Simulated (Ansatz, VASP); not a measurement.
PtS2 in VASP and in Ansatz

```xyz
3
Lattice="3.5526 0.0000 0.0000 -1.7763 3.0767 0.0000 0.0000 0.0000 5.1228" Properties=species:S:1:pos:R:3 pbc="T T T"
Pt    0.0000    0.0000    0.0000
S     0.0000    2.0511    1.2257
S     1.7763    1.0256    3.8972
```

Alike in both runs: task single point; functional PBE-based screened hybrid with a share of 0.3 of exact exchange and HFSCREEN = 0.3; k mesh 6 × 6 × 2; no spin polarisation.

```csv
,VASP,Ansatz
version,VASP 6.6.1,Ansatz 0.2.0
potentials or method,"VASP PAW PBE potentials, release 64 (Pt, S)",plane waves
plane-wave cutoff (eV),520,420
occupations,"gaussian, width 0.01 eV",fixed
valence electrons in the cell,22,30
```

VASP gave:

- gap on the k mesh at the Fermi level (eV): 1.36
- pressure (GPa): -1.7
- traceless stress, the component that is largest in VASP (GPa): 1.11
- rms of the force components (eV/Å): 0.205

Q: What did Ansatz give for the same quantities?

A: gap on the k mesh at the Fermi level (eV): 1.39; pressure (GPa): -1.3; traceless stress, the component that is largest in VASP (GPa): 1.03; rms of the force components (eV/Å): 0.191.

VASP's potentials were made for PBE, not for PBE-based screened hybrid. Atom by atom the forces differ by 0.014 eV/Å (rms over components). VASP's potentials hold 22 valence electrons a cell and Ansatz's 30, so a difference there can come from the potentials and not from the codes. Ansatz's warnings: stress exchange threshold loose, stress scf threshold loose.

The k mesh is coarse, so the values compare programs but aren't converged. Spin-orbit coupling is off throughout.
